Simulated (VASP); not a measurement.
Runs of VASP 6.6.1 on SnO2 (Cassiterite). The structure is that of space group P4_2/mnm (No. 136), or close to it. The cells are those of the table. 

```csv
level,potentials or basis,cell,smearing,gap on the mesh (eV),pressure (GPa),largest force (eV/Å)
PBEsol,"VASP PAW PBE potentials, release 64 (Sn_d, O)","a = 4.769, b = 4.769, c = 3.212 Å, 6 atoms",fermi-dirac 0.02 eV,0.91,(a),(c)
PBE,"VASP PAW PBE potentials, release 64 (Sn_d, O)","a = 4.760, b = 4.760, c = 3.200 Å, 6 atoms",fermi-dirac 0.02 eV,1.09,8.4,0.05
r2SCAN,"VASP PAW PBE potentials, release 64 (Sn_d, O)","a = 4.760, b = 4.760, c = 3.200 Å, 6 atoms",fermi-dirac 0.02 eV,(b),1.1,0.02
LDA,"VASP PAW LDA potentials, release 64 (Sn_d, O)","a = 4.760, b = 4.760, c = 3.200 Å, 6 atoms",gaussian 0.01 eV,0.98,-2.8,0.05
LDA,"VASP PAW LDA potentials, release 64 (Sn_d, O)","a = 4.722, b = 4.722, c = 3.190 Å, 6 atoms",fermi-dirac 0.02 eV,1.20,1.1,0.02
```

Alike in all rows: task single point; no spin polarisation; k mesh 6 × 6 × 8; cutoff (eV) 520.

Question: Estimate the missing entries.

Answer: (a) 0.6; (b) 1.79; (c) 0.01.

Caveats: spin-orbit coupling is left out, which moves the levels of the heavy elements; the PAW data sets were made with another functional, which shifts forces and pressure a little (some runs).

A k mesh can miss the band edges, and the runs leave out spin-orbit coupling on Sn.
